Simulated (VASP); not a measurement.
Set up this calculation in VASP 6.6.1, as the native input.

```yaml
Task: single point
Functional: PBE
Potentials_or_basis: VASP PAW PBE potentials, release 64 (Al, N)
Cutoff: 520 eV
k_mesh: 8 × 5 × 10
Occupations: gaussian, width 0.02 eV
Spin: no spin polarisation
Dipole_correction: no
Further_INCAR_settings: ALGO = Normal; EDIFF = 1e-07; NBANDS = 16; ISYM = 0
```

The structure of AlN lies in POSCAR:

```
AlN
1.0
    3.2183708026      0.0000000000      0.0000000000
    0.0000000000      5.2431683762      0.0000000000
   -1.6091854013      0.0000000000      2.5967524695
Al N
2 2
Direct
    0.3333333333      0.4992342259      0.6666666667
    0.6666666667      0.9992342259      0.3333333333
    0.3333333333      0.8807657741      0.6666666667
    0.6666666667      0.3807657741      0.3333333333
```

These files were run (other wordings do the same):

INCAR

```
  ALGO = Normal
  EDIFF = 1E-7
  ENCUT = 520
  GGA = PE
  ISIF = 2
  ISMEAR = 0
  ISYM = 0
  LASPH = T
  LCHARG = F
  LREAL = F
  LWAVE = F
  NBANDS = 16
  NELM = 80
  PREC = Accurate
  SIGMA = 0.02
```

KPOINTS

```
k-points
0
Gamma
  8 5 10
```

Potentials or basis: VASP PAW PBE potentials, release 64 (Al, N).

Run with:

```sh
$ cat potpaw_PBE.64/Al/POTCAR potpaw_PBE.64/N/POTCAR > POTCAR
$ mpirun -np 1 vasp_std > vasp.out
```

It gave:

```json
{
  "Pressure": "-3.9 GPa",
  "Largest force": "0.887 eV/Å",
  "Band gap on the k mesh": "3.62 eV, direct"
}
```

Run time: 68 s on 1 thread of AMD EPYC 9R45 96-Core Processor (Zen 5) (shared host), peak memory 0.21 GiB.
